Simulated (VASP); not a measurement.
Write the native input for VASP 6.6.1 that does the following.

| Quantity | Value |
| --- | --- |
| Task | single point |
| Functional | PBE |
| Potentials or basis | VASP PAW PBE potentials, release 64 (Sc_sv, Cu) |
| Cutoff | 520 eV |
| k mesh | 6 × 6 × 4 |
| Occupations | gaussian, width 0.1 eV |
| Spin | no spin polarisation |
| Dipole correction | no |
| Further INCAR settings | ALGO = Fast; EDIFF = 1e-07; NBANDS = 36 |

The structure of Sc2Cu3 lies in POSCAR:

```
Sc2Cu3
1.0
    4.0301290500      0.0000000000      0.0000000000
   -2.0150645200      3.4901941400      0.0000000000
    0.0000000000      0.0000000000      4.9829074900
Sc Cu
2 3
Direct
    0.3333333300      0.6666666700      0.1664214400
    0.6666666700      0.3333333300      0.8335785600
    0.0000000000      0.0000000000      0.0000000000
    0.3333333300      0.6666666700      0.6439374700
    0.6666666700      0.3333333300      0.3560625300
```

The cell was generated, and may not be a known phase.

The input as run:

INCAR

```
SYSTEM = Sc2Cu3
ALGO = Fast
EDIFF = 1E-7
ENCUT = 520
GGA = PE
ISIF = 2
ISMEAR = 0
LASPH = .True.
LCHARG = .False.
LREAL = .False.
LWAVE = .False.
NBANDS = 36
NELM = 60
PREC = Accurate
SIGMA = 0.1
```

KPOINTS

```
k-points
0
Gamma
  6 6 4
  0 0 0
```

Potentials or basis: VASP PAW PBE potentials, release 64 (Sc_sv, Cu).

Run with:

```sh
$ cat potpaw_PBE.64/Sc_sv/POTCAR potpaw_PBE.64/Cu/POTCAR > POTCAR
$ mpirun -np 1 vasp_std > vasp.out
```

It gave:

```json
{"Pressure": "37.5 GPa", "Largest force": "1.203 eV/Å", "Band gap on the k mesh": "zero (an odd number of electrons rules out a gap without spin polarisation)"}
```

Caveat: the stress differs along the axes, from 36 to 41 GPa; forces of over 1 eV/Å act on the atoms, so gaps and moduli don't describe the material at rest.

Wall time 110 s on 1 thread of Oxide Virtual Turin-like Processor, with other jobs on the host, peak memory 0.18 GiB.
